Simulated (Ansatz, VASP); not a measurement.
**Two plane-wave programs on HCl**

INCAR

```
PREC     = Accurate       # precision mode
ENCUT    = 520            # plane-wave cutoff, eV
EDIFF    = 1E-6           # SCF threshold, eV
ISMEAR   = 0              # smearing method
SIGMA    = 0.15           # smearing width, eV
LREAL    = F              # projectors in reciprocal space
LASPH    = T              # aspherical terms in the spheres
NELM     = 80             # most SCF steps
ALGO     = Normal         # electronic algorithm
ISIF     = 2              # what is computed and relaxed
LWAVE    = F              # write WAVECAR
LCHARG   = F              # write CHGCAR
GGA      = PS             # functional
NBANDS   = 11             # bands
```

KPOINTS

```
regular mesh
0
Gamma
  16 16 16
```

The input POSCAR:

```
HCl
1.0
    0.0000000000      2.4610000000      2.9692000000
    2.3138000000      0.0000000000      2.9692000000
    2.3138000000      2.4610000000      0.0000000000
H Cl
1 1
Direct
    0.0000000000      0.0000000000      0.0000000000
    0.5000000000      0.5000000000      0.5000000000
```

Input for Ansatz:

```yaml
crystal:
  lattice:
    - [0.0, 2.461, 2.9692]
    - [2.3138, 0.0, 2.9692]
    - [2.3138, 2.461, 0.0]
  atoms:
    - { symbol: H, position: [0.0, 0.0, 0.0] }
    - { symbol: Cl, position: [0.5, 0.5, 0.5] }
basis:
  ecutwfc: 420
kpoints:
  mp_grid: { grid: [16, 16, 16] }
hamiltonian:
  xc: pbesol
scf:
  occupations: { method: gaussian, width: 0.15 }
output:
  forces: true
  stress: true
  eigenvalues: true
```

Change from the starting cell: strain -0.080 along x and y, +0.040 along z, atoms carried along.

Alike in both runs: task single point; functional PBEsol; k mesh 16 × 16 × 16; occupations gaussian, width 0.15 eV; no spin polarisation.

|  | VASP | Ansatz |
| --- | --- | --- |
| version | VASP 6.6.1 | Ansatz 0.2.0 |
| potentials or method | VASP PAW PBE potentials, release 64 (H, Cl), cutoff 520 eV | scalar-relativistic, plane waves, PAW |
| valence electrons in the cell | 8 | 8 |

|  | VASP | Ansatz | Ansatz less VASP |
| --- | --- | --- | --- |
| gap on the k mesh at the Fermi level (eV) | none | none | - |
| pressure (GPa) | -10.8 | -10.7 | +0.07 |
| traceless stress, the component that is largest in VASP (GPa) | 8.13 | 8.12 | -0.006 |

VASP's potentials were made for PBE, not for PBEsol. A gap of «none» marks a metal or a gap that the smearing closes. With one functional, cell and mesh, what is left measures potentials, basis and numerics.
